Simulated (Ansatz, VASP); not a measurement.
## CuO in VASP and in Ansatz

File INCAR:

```
SYSTEM = CuO
  PREC = Accurate
  ENCUT = 600
  EDIFF = 1E-6
  ISMEAR = -1
  SIGMA = 0.05
  LREAL = .False.
  LASPH = .True.
  NELM = 60
  ALGO = Normal
  ISIF = 3
  LWAVE = .False.
  LCHARG = .False.
  GGA = PE
  IVDW = 12
  IBRION = 2
  NSW = 60
  EDIFFG = -0.01
```

The input KPOINTS:

```
regular mesh
0
Gamma
  10 10 10
  0 0 0
```

Contents of POSCAR:

```
CuO
1.0
    2.5525506100      0.0000000000      0.0000000000
    0.0000000000      2.5525506100      0.0000000000
    0.0000000000      0.0000000000      2.5525506100
Cu O
1 1
Direct
    0.0000000000      0.0000000000      0.0000000000
    0.5000000000      0.5000000000      0.5000000000
```

Contents of input.yaml:

```yaml
crystal:
  lattice:
    - [2.55255061, 0.0, 0.0]
    - [0.0, 2.55255061, 0.0]
    - [0.0, 0.0, 2.55255061]
  atoms:
    - { symbol: Cu, position: [0.0, 0.0, 0.0] }
    - { symbol: O, position: [0.5, 0.5, 0.5] }
hamiltonian:
  xc: pbe
  pseudopotentials: { kind: paw }
  dispersion: d3bj
kpoints:
  mp_grid: { grid: [10, 10, 10] }
scf:
  occupations: { method: fermi_dirac, width: 0.05 }
output:
  forces: true
  stress: true
  eigenvalues: true
  write_density: true
  write_potential: true
  elf: true
  volumetric_format: npy
relax:
  f_tol: 0.01
  max_steps: 40
  cell: { stress_tol: 0.05 }
```

Alike in both runs: task relaxation of cell and atoms; functional PBE; dispersion D3(BJ); k mesh 10 × 10 × 10; occupations fermi-dirac, width 0.05 eV; no spin polarisation.

|  | VASP | Ansatz |
| --- | --- | --- |
| version | VASP 6.6.1 | Ansatz 0.2.0 |
| potentials or method | VASP PAW PBE potentials, release 64 (Cu, O) | Ansatz PAW |
| plane-wave cutoff (eV) | 600 | 420 |
| valence electrons in the cell | 17 | 25 |

```tsv
	VASP	Ansatz	Ansatz less VASP
gap on the k mesh at the Fermi level, each at its own relaxed structure (eV)	none	none	-
relaxed volume (Å³/atom)	8.87	8.87	-0.007
relaxed length of the cell vector where the two differ most in proportion (Å)	2.608	2.608	-0.0006
```

A gap of «none» marks a metal or a gap that the smearing closes. VASP's potentials hold 17 valence electrons a cell and Ansatz's 25, so a difference there can come from the potentials and not from the codes.

Noted on Ansatz's run: the plane-wave basis is chosen anew once the cell has moved, so the energies of steps on either side of that aren't comparable.
